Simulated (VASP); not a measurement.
**Mg8O9 (a cell with a defect): single point with PBE**

The system is Mg8O9 (a cell with a defect).

```xyz
17
Lattice="0.0000 3.8280 3.8280 3.8280 0.0000 3.8280 3.8280 3.8280 0.0000" Properties=species:S:1:pos:R:3 pbc="T T T"
Mg    0.0552    0.0577   -0.0322
Mg    1.9695    1.9718    0.0198
Mg    1.8038    0.0906    1.9696
Mg    3.8512    2.1378    1.9697
Mg    0.0882    1.8065    1.9696
Mg    2.1354    3.8537    1.9698
Mg    1.9695    1.9718    3.9198
Mg    3.8832    3.8857    3.9725
O     1.9697    1.9721    1.9699
O     3.8836    3.8861    1.9700
O     3.8835    1.9717    3.8836
O     5.7973    3.8857    3.8836
O     1.9693    3.8858    3.8837
O     3.8834    5.7997    3.8836
O     3.4148    3.4176    5.7985
O     5.7976    5.8001    5.7976
O     4.3522    4.3546    5.7980
```

```json
{
  "Program": "VASP 6.6.1",
  "Task": "single point",
  "Functional": "PBE",
  "Potentials or basis": "VASP PAW PBE potentials, release 64 (Mg, O)",
  "Cutoff": "520 eV",
  "k mesh": "2 × 2 × 2",
  "Occupations": "fermi-dirac, width 0.05 eV",
  "Spin": "collinear spin",
  "Starting moments": "[0.0, 0.0, 0.0, 0.0, 0.0, 0.0, 0.0, 0.0, 0.0, 0.0, 0.0, 0.0, 0.0, 0.0, 0.0, 0.0, 1.0] μB",
  "Dipole correction": "no",
  "Further INCAR settings": "LREAL = Auto; ALGO = Normal; EDIFF = 1e-06; NBANDS = 53"
}
```

```
Pressure                                              : 130.5 GPa
Largest force                                         : 0.284 eV/Å
Band gap on the k mesh                                : 6.39 eV
Net moment                                            : 0.00 μB per cell
Valence electrons inside the program's atomic spheres : Mg 0.65, 0.67, 0.82; O 5.31, 5.43, 5.37, 5.32
```

Forces on the atoms (eV/Å):
```
Mg   0.004  0.002 -0.020
Mg  -0.002  0.000 -0.012
Mg  -0.017  0.003  0.001
Mg   0.000  0.011  0.000
Mg   0.001 -0.016  0.000
Mg   0.011 -0.001 -0.001
Mg  -0.003  0.000  0.006
Mg   0.003  0.002  0.011
O   -0.001  0.000 -0.004
O   -0.003 -0.001 -0.002
O   -0.001  0.003  0.007
O   -0.001  0.002  0.008
O    0.002  0.000  0.004
O    0.001  0.000  0.006
O   -0.193 -0.203 -0.005
O   -0.001 -0.003  0.003
O    0.199  0.202 -0.002
```

Stress tensor (GPa, compression positive):
```
144.04   1.62   0.00
  1.62 143.99  -0.01
  0.00  -0.01 103.44
```

Levels at points of the mesh, in eV from the valence-band top:
Spin up:
```csv
k point,band 31,band 32,band 33,band 34,band 35,band 36,band 37,band 38,band 39,band 40
"(0.00, 0.00, 0.00)",-2.18,-1.97,-1.64,-1.62,-1.53,6.39,7.29,7.44,7.55,7.88
"(0.50, 0.00, 0.00)",-2.31,-2.04,-1.94,-1.90,-0.30,8.00,8.16,8.77,9.23,9.33
"(0.00, 0.50, 0.00)",-2.31,-2.04,-1.94,-1.90,-0.30,8.00,8.16,8.77,9.23,9.33
"(0.00, 0.00, 0.50)",-2.21,-2.09,-1.26,-0.93,-0.74,6.51,8.25,8.32,9.19,9.38
"(0.50, 0.50, 0.50)",-2.21,-2.09,-1.26,-0.93,-0.74,6.51,8.25,8.32,9.19,9.38
"(0.50, 0.50, 0.00)",-2.47,-2.39,-2.37,-0.70,0.00,7.99,9.39,9.76,10.05,10.09
"(0.00, 0.50, 0.50)",-2.65,-2.15,-1.30,-0.79,-0.76,6.55,9.73,9.83,9.94,10.00
"(0.50, 0.00, 0.50)",-2.65,-2.15,-1.30,-0.79,-0.76,6.55,9.73,9.83,9.94,10.00
```
Spin down:
| k point | band 31 | band 32 | band 33 | band 34 | band 35 | band 36 | band 37 | band 38 | band 39 | band 40 |
| --- | --- | --- | --- | --- | --- | --- | --- | --- | --- | --- |
| (0.00, 0.00, 0.00) | -2.18 | -1.97 | -1.64 | -1.62 | -1.53 | 6.39 | 7.29 | 7.44 | 7.55 | 7.88 |
| (0.50, 0.00, 0.00) | -2.31 | -2.04 | -1.94 | -1.90 | -0.30 | 8.00 | 8.16 | 8.77 | 9.23 | 9.33 |
| (0.00, 0.50, 0.00) | -2.31 | -2.04 | -1.94 | -1.90 | -0.30 | 8.00 | 8.16 | 8.77 | 9.23 | 9.33 |
| (0.00, 0.00, 0.50) | -2.21 | -2.09 | -1.26 | -0.93 | -0.74 | 6.51 | 8.25 | 8.32 | 9.19 | 9.38 |
| (0.50, 0.50, 0.50) | -2.21 | -2.09 | -1.26 | -0.93 | -0.74 | 6.51 | 8.25 | 8.32 | 9.19 | 9.38 |
| (0.50, 0.50, 0.00) | -2.47 | -2.39 | -2.37 | -0.70 | 0.00 | 7.99 | 9.39 | 9.76 | 10.05 | 10.09 |
| (0.00, 0.50, 0.50) | -2.65 | -2.15 | -1.30 | -0.79 | -0.76 | 6.55 | 9.73 | 9.83 | 9.94 | 10.00 |
| (0.50, 0.00, 0.50) | -2.65 | -2.15 | -1.30 | -0.79 | -0.76 | 6.55 | 9.73 | 9.83 | 9.94 | 10.00 |

Wall time 4.5 min on 1 thread of Intel(R) Xeon(R) Platinum 8488C (Sapphire Rapids), on a shared host, peak memory 0.31 GiB.

Caveat: the k points lie up to 0.71 Å⁻¹ apart.
